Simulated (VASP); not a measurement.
A run of VASP 6.6.1:

File INCAR:

```
SYSTEM = Si
PREC = Accurate
ENCUT = 400
EDIFF = 1E-6
ISMEAR = 0
SIGMA = 0.05
LREAL = .FALSE.
LASPH = .TRUE.
NELM = 120
ALGO = Normal
ISIF = 2
LWAVE = .FALSE.
LCHARG = .FALSE.
GGA = PE
IVDW = 12
NBANDS = 48
GGA_COMPAT = .FALSE.
```

The input KPOINTS:

```
Automatic mesh
0
G
  2 2 2
  0 0 0
```

The input POSCAR:

```
Si
1.0
    0.0000000000      5.4300000000      5.4300000000
    5.4300000000      0.0000000000      5.4300000000
    5.4300000000      5.4300000000      0.0000000000
Si
17
Direct
    0.0036671271     -0.0029654696     -0.0027129834
    0.1321789134      0.1227363720      0.1232409761
    0.0036773481     -0.0034591160      0.5036267035
    0.1250635359      0.1260381215      0.6250279926
    0.0034889503      0.5030434622     -0.0029379374
    0.1250115101      0.6247557090      0.1261796501
    0.0001009208      0.4999346225      0.5000790055
    0.1248581952      0.6243243094      0.6247981584
    0.5007651013      0.0003656538      0.0007267956
    0.6235801105      0.1234081031      0.1235541436
    0.4973128913     -0.0029755064      0.5036325967
    0.6232804788      0.1227176796      0.6321379374
    0.4971904236      0.5034255985     -0.0028453039
    0.6231055249      0.6317602210      0.1230471455
    0.4971255064      0.5030251381      0.5034196133
    0.6262011050      0.6247532228      0.6249736648
    0.7508813996      0.2503406998      0.2508224678
```

Potentials or basis: VASP PAW PBE potentials, release 64 (Si).

The run is started by

```sh
$ cat potpaw_PBE.64/Si/POTCAR > POTCAR
$ mpirun -np 1 vasp_std > vasp.out
```

Hardware: 1 thread of AMD EPYC 9R45 96-Core Processor (Zen 5), with other jobs on the host.

**Question.** Estimate the wall time of this run.

**Answer.** Wall time 97 s on 1 thread of AMD EPYC 9R45 96-Core Processor (Zen 5) (shared host), peak memory 0.31 GiB. Counts: scf iterations 14, k points 8.
